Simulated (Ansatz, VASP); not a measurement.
## One calculation of Ag, two programs

```xyz
1
Lattice="0.0000 2.0431 2.0227 2.0431 0.0000 2.0227 2.0431 2.0431 0.0000" Properties=species:S:1:pos:R:3 pbc="T T T"
Ag    0.0000    0.0000    0.0000
```

Change from the starting cell: zz strain of -1 %.

Alike in both runs: task single point; functional PBE; k mesh 15 × 15 × 15; occupations fermi-dirac, width 0.05 eV; no spin polarisation.

|  | VASP | Ansatz |
| --- | --- | --- |
| version | VASP 6.6.1 | Ansatz 0.2.0 |
| potentials or method | VASP PAW PBE potentials, release 64 (Ag), cutoff 520 eV | all-electron LAPW, scalar-relativistic |

```csv
,VASP,Ansatz,Ansatz less VASP
pressure (GPa),5.6,5.8,+0.16
```

Ansatz ran all-electron here, and VASP with PAW potentials.
